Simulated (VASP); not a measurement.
# BaZrO3 (Pm-3m) in VASP: a series of runs

Aim: see how the results for BaZrO3 move with the level of theory and the settings. Levels: r2SCAN, PBE. Tasks: relaxation of cell and atoms, single point.

All numbers are computed with VASP 6.6.1; they aren't measurements. Logs are shortened: lines on timing, memory, paths and dates and some standing lists are left out, and cuts for length are marked.

## (1) The cell of the first run

It takes space group Pm-3m (No. 221, cubic). The conventional cell has a = 4.191 Å, b = 4.191 Å, c = 4.191 Å, α = 90.00°, β = 90.00°, γ = 90.00°. Within 3.9 Å of Ba (site symmetry m-3m) lie 12 O at 2.96 Å and 8 Zr at 3.63 Å. Zr (site symmetry m-3m) has 6 O at 2.10 Å within 2.8 Å. O (site symmetry 4/mmm) has 2 Zr at 2.10 Å within 2.8 Å.

## (2) Relaxation of cell and atoms, r2SCAN

File POSCAR:

```
BaZrO3
1.0
    4.1913400000      0.0000000000      0.0000000000
    0.0000000000      4.1913400000      0.0000000000
    0.0000000000      0.0000000000      4.1913400000
Ba Zr O
1 1 3
Direct
    0.0000000000      0.0000000000      0.0000000000
    0.5000000000      0.5000000000      0.5000000000
    0.5000000000      0.5000000000      0.0000000000
    0.5000000000      0.0000000000      0.5000000000
    0.0000000000      0.5000000000      0.5000000000
```

File INCAR.step1:

```
PREC = Accurate
ENCUT = 600
ISMEAR = -1
SIGMA = 0.05
LREAL = False
LASPH = True
NELM = 60
GGA = PE
ALGO = Normal
EDIFF = 1E-4
LWAVE = True
LCHARG = False
```

File INCAR.step2:

```
PREC = Accurate
ENCUT = 600
EDIFF = 1E-7
ISMEAR = -1
SIGMA = 0.05
LREAL = False
LASPH = True
NELM = 60
ALGO = Normal
ISIF = 3
LWAVE = False
LCHARG = False
METAGGA = R2SCAN
LMIXTAU = True
IBRION = 2
NSW = 60
EDIFFG = -0.01
ISTART = 1
```

File KPOINTS:

```
Automatic mesh
0
Gamma
  6 6 6
```

Potentials or basis: VASP PAW PBE potentials, release 64 (Ba_sv, Zr_sv, O).

The run is started by

```console
cat potpaw_PBE.64/Ba_sv/POTCAR potpaw_PBE.64/Zr_sv/POTCAR potpaw_PBE.64/O/POTCAR > POTCAR
cp INCAR.step1 INCAR
mpirun -np 1 vasp_std > vasp.out
cp INCAR.step2 INCAR
mpirun -np 1 vasp_std > vasp.out
```

OUTCAR:

```text
PREC = Accurate
   ENCUT = 600
   EDIFF = 1E-7
   ISMEAR = -1
   LREAL = False
   LASPH = True
   NELM = 60
   ISIF = 3
   METAGGA = R2SCAN
   IBRION = 2
   NSW = 60
   EDIFFG = -0.01
   ISTART = 1

 ion  position               nearest neighbor table
   1  0.000  0.000  0.000-   3 2.96   4 2.96   5 2.96   4 2.96   5 2.96   3 2.96   5 2.96   5 2.96
                             3 2.96   4 2.96   4 2.96   3 2.96   2 3.63   2 3.63   2 3.63   2 3.63
   2  0.500  0.500  0.500-   3 2.10   4 2.10   5 2.10   3 2.10   4 2.10   5 2.10   1 3.63   1 3.63
                             1 3.63   1 3.63   1 3.63   1 3.63   1 3.63   1 3.63
   3  0.500  0.500  0.000-   2 2.10   2 2.10   1 2.96   1 2.96   1 2.96   1 2.96
   4  0.500  0.000  0.500-   2 2.10   2 2.10   1 2.96   1 2.96   1 2.96   1 2.96
   5  0.000  0.500  0.500-   2 2.10   2 2.10   1 2.96   1 2.96   1 2.96   1 2.96

  LATTYP: Found a simple cubic cell.
 ALAT       =     4.1913400000

  Lattice vectors:

 A1 = (   4.1913400000,   0.0000000000,   0.0000000000)
 A2 = (   0.0000000000,   4.1913400000,   0.0000000000)
 A3 = (   0.0000000000,   0.0000000000,   4.1913400000)

Analysis of symmetry for initial positions (statically):
=====================================================================
 Subroutine PRICEL returns:
 Original cell was already a primitive cell.

 Routine SETGRP: Setting up the symmetry group for a
 simple cubic supercell.

 Subroutine GETGRP returns: Found 48 space group operations
 (whereof 48 operations were pure point group operations)
 out of a pool of 48 trial point group operations.

The static configuration has the point symmetry O_h .

Analysis of symmetry for dynamics (positions and initial velocities):
=====================================================================
 Subroutine PRICEL returns:
 Original cell was already a primitive cell.

 Routine SETGRP: Setting up the symmetry group for a
 simple cubic supercell.

 Subroutine GETGRP returns: Found 48 space group operations
 (whereof 48 operations were pure point group operations)
 out of a pool of 48 trial point group operations.

The dynamic configuration has the point symmetry O_h .

 Subroutine INISYM returns: Found 48 space group operations
 (whereof 48 operations are pure point group operations),
 and found     1 'primitive' translations

----------------------------------------------------------------------------------------

                                     Primitive cell

  volume of cell :      73.6307

  direct lattice vectors                    reciprocal lattice vectors
     4.191340000  0.000000000  0.000000000     0.238587182  0.000000000  0.000000000
     0.000000000  4.191340000  0.000000000     0.000000000  0.238587182  0.000000000
     0.000000000  0.000000000  4.191340000     0.000000000  0.000000000  0.238587182

  length of vectors
     4.191340000  4.191340000  4.191340000     0.238587182  0.238587182  0.238587182

  position of ions in fractional coordinates (direct lattice)
     0.000000000  0.000000000  0.000000000
     0.500000000  0.500000000  0.500000000
     0.500000000  0.500000000  0.000000000
     0.500000000  0.000000000  0.500000000
     0.000000000  0.500000000  0.500000000

  ion indices of the primitive-cell ions
   primitive index   ion index
                 1           1
                 2           2
                 3           3
                 4           4
                 5           5

----------------------------------------------------------------------------------------

 KPOINTS: Automatic mesh

Automatic generation of k-mesh.
 Grid dimensions read from file:
 generate k-points for:    6    6    6

 Generating k-lattice:

  Cartesian coordinates                     Fractional coordinates (reciprocal lattice)
     0.039764530  0.000000000  0.000000000     0.166666667  0.000000000  0.000000000
     0.000000000  0.039764530  0.000000000     0.000000000  0.166666667  0.000000000
     0.000000000  0.000000000  0.039764530     0.000000000  0.000000000  0.166666667

  Length of vectors
     0.039764530  0.039764530  0.039764530

  Shift w.r.t. Gamma in fractional coordinates (k-lattice)
     0.000000000  0.000000000  0.000000000

 Subroutine IBZKPT returns following result:
 ===========================================

 Found     20 irreducible k-points:

 Following reciprocal coordinates:
            Coordinates               Weight
  0.000000  0.000000  0.000000      1.000000
  0.166667  0.000000  0.000000      6.000000
  0.333333  0.000000  0.000000      6.000000
  0.500000  0.000000  0.000000      3.000000
  0.166667  0.166667  0.000000     12.000000
  0.333333  0.166667  0.000000     24.000000
[... 12 lines left out ...]
  0.500000  0.500000  0.333333      6.000000
  0.500000  0.500000  0.500000      1.000000
   k-points           NKPTS =     20   k-points in BZ     NKDIM =     20   number of bands    NBANDS=     24
   number of dos      NEDOS =    301   number of ions     NIONS =      5
   total plane-waves  NPLWV =  46656
   dimension x,y,z NGX =    36 NGY =   36 NGZ =   36
   dimension x,y,z NGXF=    72 NGYF=   72 NGZF=   72
   ions per type =               1   1   3
   NGX,Y,Z   is equivalent  to a cutoff of  14.28, 14.28, 14.28 a.u.
   NGXF,Y,Z  is equivalent  to a cutoff of  28.56, 28.56, 28.56 a.u.
 SYSTEM =  unknown system
   PREC   = accura    normal or accurate (medium, high low for compatibility)
   ISTART =      1    job   : 0-new  1-cont  2-samecut
   ICHARG =      0    charge: 1-file 2-atom 10-const
   ISPIN  =      1    spin polarized calculation?
   LNONCOLLINEAR =      F non collinear calculations
   LSORBIT =      F    spin-orbit coupling
   LASPH  =      T    aspherical Exc in radial PAW
   ENCUT  =  600.0 eV  44.10 Ry    6.64 a.u.   8.37  8.37  8.37*2*pi/ulx,y,z
   NELM   =     60;   NELMIN=  2; NELMDL=  0     # of ELM steps
   EDIFF  = 0.1E-06   stopping-criterion for ELM
   LREAL  =      F    real-space projection
   EDIFFG = -.1E-01   stopping-criterion for IOM
   NSW    =     60    number of steps for IOM
   IBRION =      2    ionic relax: 0-MD 1-quasi-New 2-CG
   NFREE  =      1    steps in history (QN), initial steepest desc. (CG)
   ISIF   =      3    stress and relaxation
   ISYM   =      2    0-nonsym 1-usesym 2-fastsym
   POTIM  = 0.5000    time-step for ionic-motion
   TEBEG  =    0.0;   TEEND  =   0.0 temperature during run
   PSTRESS=    0.0 pullay stress
   NELECT =      40.0000    total number of electrons
   NUPDOWN=      -1.0000    fix difference up-down
   EMIN   =  10.00;   EMAX   =-10.00  energy-range for DOS
   EFERMI =   0.00;   METHOD = LEGACY
   ISMEAR =    -1;   SIGMA  =   0.05  broadening in eV -4-tet -1-fermi 0-gaus
   EFERMI_NEDOS =   21; number of points for ismear=-14 and -15
   IALGO  =     38    algorithm
   IMIX   =      4    mixing-type and parameters
     AMIX     =   0.40;   BMIX     =  1.00
     AMIX_MAG =   1.60;   BMIX_MAG =  1.00
  volume/ion in A,a.u.               =      14.73        99.38
  Fermi-wavevector in a.u.,A,eV,Ry     =   1.335802  2.524299 24.277770  1.784366
  Thomas-Fermi vector in A             =   2.464478
   LORBIT       =      0    0 simple, 1 ext, 2 COOP (PROOUT), +10 PAW based schemes
   METAGGA = R2SCAN    functional components
   LHFCALC =     F    Hartree Fock is set to
   AEXX    =    0.0000 exact exchange contribution
   IVDW    =     0    specifies the selected vdW correction
   LEPSILON=     F    determine dielectric tensor
   LRPA    =     F    only Hartree local field effects (RPA)
 conjugate gradient relaxation of ions
 non-spin polarized calculation
  energy-cutoff  :      600.00
  volume of cell :       73.63
 maximum number of plane-waves:      2517
 NGX is ok and might be reduce to    36
   NGX = 17   NGY = 17   NGZ = 17

--------------------------------------- Ionic step        1  -------------------------------------------

 number of electron      40.0000010 magnetization

 Free energy of the ion-electron system (eV)
  ---------------------------------------------------
  ext. energy  EPLUGINS =         0.00000000
  ---------------------------------------------------
  free energy    TOTEN  =       -85.10403057 eV

  energy without entropy =      -85.10403057  energy(sigma->0) =      -85.10403057

------------------------ aborting loop because EDIFF is reached ----------------------------------------

  FORCE on cell =-STRESS in cart. coord.  units (eV):
  Direction    XX          YY          ZZ          XY          YZ          ZX
  --------------------------------------------------------------------------------------
  -------------------------------------------------------------------------------------
  Total        1.1712648      1.1712648      1.1712648      0.0000000     -0.0000000      0.0000000
  in kB       25.4863128     25.4863128     25.4863128      0.0000000     -0.0000000      0.0000000
  external PRESSURE =      25.4863128 kB  Pullay stress =       0.0000000 kB
[... 63 lines left out ...]
  energy  without entropy=      -85.1000161647  energy(sigma->0) =      -85.10001616

--------------------------------------- Ionic step        3  -------------------------------------------

 number of electron      40.0000018 magnetization

 Free energy of the ion-electron system (eV)
  ---------------------------------------------------
  ext. energy  EPLUGINS =         0.00000000
  ---------------------------------------------------
  free energy    TOTEN  =       -85.11288128 eV

  energy without entropy =      -85.11288128  energy(sigma->0) =      -85.11288128

 E-fermi :   4.4750     XC(G=0): -11.3069

 val. band max:        3.3758709787   @ k =   0.5000   0.5000   0.5000
 cond. band min:       7.0425451752   @ k =   0.0000   0.0000   0.0000
 fundamental gap:      3.6666741964
 Fermi energy:         4.4749514601

 k-point     1 :       0.0000    0.0000    0.0000
  band No.  band energies     occupation
      1     -45.2341      2.00000
      2     -22.6686      2.00000
      3     -22.6564      2.00000
      4     -22.6564      2.00000
      5     -22.6564      2.00000
      6     -13.9407      2.00000
[... 561 lines left out ...]
  FREE ENERGIE OF THE ION-ELECTRON SYSTEM (eV)
  ---------------------------------------------------
  free  energy   TOTEN  =       -85.1128812844 eV

  energy  without entropy=      -85.1128812843  energy(sigma->0) =      -85.11288128

 reached required accuracy - stopping structural energy minimisation
```

Wall time 14 min (1 thread of Intel Xeon 8259CL, shared host); peak memory 0.27 GiB.

What came out:

```
Free energy                           : -85.1129 eV
Relaxed volume                        : 14.95 Å³/atom
Relaxed cell                          : a = 4.213 Å, b = 4.213 Å, c = 4.213 Å, α = 90.00°, β = 90.00°, γ = 90.00°
Space group after relaxing (to 0.1 Å) : Pm-3m (No. 221)
Energy gained by relaxing             : 1.8 meV/atom
Ionic steps                           : 3
Pressure after relaxing               : 0.0 GPa
Band gap on the k mesh                : 3.67 eV (least direct gap 3.93 eV)
```

Step by step:
```csv
step,energy change (eV),largest force (eV/Å),pressure (GPa),volume (Å³)
1,0.0000,0.0000,2.55,73.63
2,0.0040,0.0000,-2.90,76.16
3,-0.0089,0.0000,-0.01,74.76
```

Final structure:
```
CELL_PARAMETERS angstrom
4.21268 0.00000 0.00000
0.00000 4.21268 0.00000
0.00000 0.00000 4.21268
ATOMIC_POSITIONS crystal
Ba 0.00000 0.00000 0.00000
Zr 0.50000 0.50000 0.50000
O 0.50000 0.50000 0.00000
O 0.50000 0.00000 0.50000
O 0.00000 0.50000 0.50000
```

Caveat: the PAW data sets were made with another functional, which shifts forces and pressure a little; spin-orbit coupling is left out, which moves the levels of the heavy elements. A k mesh can miss the band edges.

## (3) Single point, PBE

File INCAR:

```
PREC     = Accurate       # precision mode
ENCUT    = 520            # plane-wave cutoff, eV
EDIFF    = 1E-6           # SCF threshold, eV
ISMEAR   = 0              # smearing method
SIGMA    = 0.012          # smearing width, eV
LREAL    = F              # projectors in reciprocal space
LASPH    = T              # aspherical terms in the spheres
NELM     = 100            # most SCF steps
ALGO     = Normal         # electronic algorithm
ISIF     = 2              # what is computed and relaxed
LWAVE    = F              # write WAVECAR
LCHARG   = F              # write CHGCAR
GGA      = PE             # functional
NBANDS   = 28             # bands
```

File KPOINTS:

```
regular mesh
0
Gamma
  6 6 6
```

POSCAR is that of step 2.

Potentials or basis: VASP PAW PBE potentials, release 64 (Ba_sv, Zr_sv, O).

The run is started by

```console
cat potpaw_PBE.64/Ba_sv/POTCAR potpaw_PBE.64/Zr_sv/POTCAR potpaw_PBE.64/O/POTCAR > POTCAR
mpirun -np 1 vasp_std > vasp.out
```

Run time: 53 s. Hardware: 1 thread of Intel Xeon 8259CL, shared host; peak memory 0.2 GiB.

The run converged. Its results:

- Free energy: -41.6861 eV
- Pressure: 5.1 GPa
- Band gap on the k mesh: 3.19 eV (least direct gap 3.41 eV)

Levels at points of the mesh, in eV from the valence-band top:
```csv
k point,band 18,band 19,band 20,band 21,band 22,band 23
"(0.00, 0.00, 0.00)",-0.22,-0.22,-0.22,3.19,3.19,3.19
"(0.50, 0.00, 0.00)",-1.68,-0.45,-0.45,3.64,5.71,5.71
"(0.50, 0.50, 0.00)",-0.93,-0.79,-0.08,5.68,5.68,6.46
"(0.50, 0.50, 0.50)",0.00,0.00,0.00,5.98,5.98,5.98
```

Caveat: the cell stands under pressure; spin-orbit coupling is left out, which moves the levels of the heavy elements. A k mesh can miss the band edges.

## (4) Single point, PBE

File INCAR:

```
SYSTEM = BaZrO3
PREC = Accurate
ENCUT = 520
EDIFF = 1E-6
ISMEAR = 0
SIGMA = 0.013000000000000001
LREAL = .False.
LASPH = .True.
NELM = 100
ALGO = Normal
ISIF = 2
LWAVE = .False.
LCHARG = .False.
GGA = PE
NBANDS = 28
```

File KPOINTS:

```
regular mesh
0
Gamma
  6 6 6
  0 0 0
```

POSCAR is that of step 3.

The run is started by

```console
cat potpaw_PBE.64/Ba_sv/POTCAR potpaw_PBE.64/Zr_sv/POTCAR potpaw_PBE.64/O/POTCAR > POTCAR
mpirun -np 1 vasp_std > vasp.out
```

Wall time 53 s (1 thread of Intel Xeon 8259CL, shared host); peak memory 0.2 GiB.

The run converged. Its results:

```
Free energy            : -41.6861 eV
Pressure               : 5.1 GPa
Band gap on the k mesh : 3.19 eV (least direct gap 3.41 eV)
```

Levels at points of the mesh, in eV from the valence-band top:
| k point | band 18 | band 19 | band 20 | band 21 | band 22 | band 23 |
| --- | --- | --- | --- | --- | --- | --- |
| (0.00, 0.00, 0.00) | -0.22 | -0.22 | -0.22 | 3.19 | 3.19 | 3.19 |
| (0.50, 0.00, 0.00) | -1.68 | -0.45 | -0.45 | 3.64 | 5.71 | 5.71 |
| (0.50, 0.50, 0.00) | -0.93 | -0.79 | -0.08 | 5.68 | 5.68 | 6.46 |
| (0.50, 0.50, 0.50) | 0.00 | 0.00 | 0.00 | 5.98 | 5.98 | 5.98 |

Caveat: the cell stands under pressure; spin-orbit coupling is left out, which moves the levels of the heavy elements. A k mesh can miss the band edges.

## (5) Overview

| task | level | cell | cutoff (eV) | smearing | gap on the mesh (eV) | pressure (GPa) |
| --- | --- | --- | --- | --- | --- | --- |
| relaxation of cell and atoms | r2SCAN | relaxed | 600 | fermi-dirac 0.05 eV | 3.67 | 0.0 |
| single point | PBE | as given | 520 | gaussian 0.012 eV | 3.19 | 5.1 |
| single point | PBE | as given | 520 | gaussian 0.013 eV | 3.19 | 5.1 |

Alike in all rows: potentials or basis VASP PAW PBE potentials, release 64 (Ba_sv, Zr_sv, O); no spin polarisation; k mesh 6 × 6 × 6.

Caveats: spin-orbit coupling is left out, which moves the levels of the heavy elements; the cell stands under pressure (at least some runs); the PAW data sets were made with another functional, which shifts forces and pressure a little (at least some runs).

Total energies depend on the potentials used, so only differences within one code and one set of settings carry meaning.
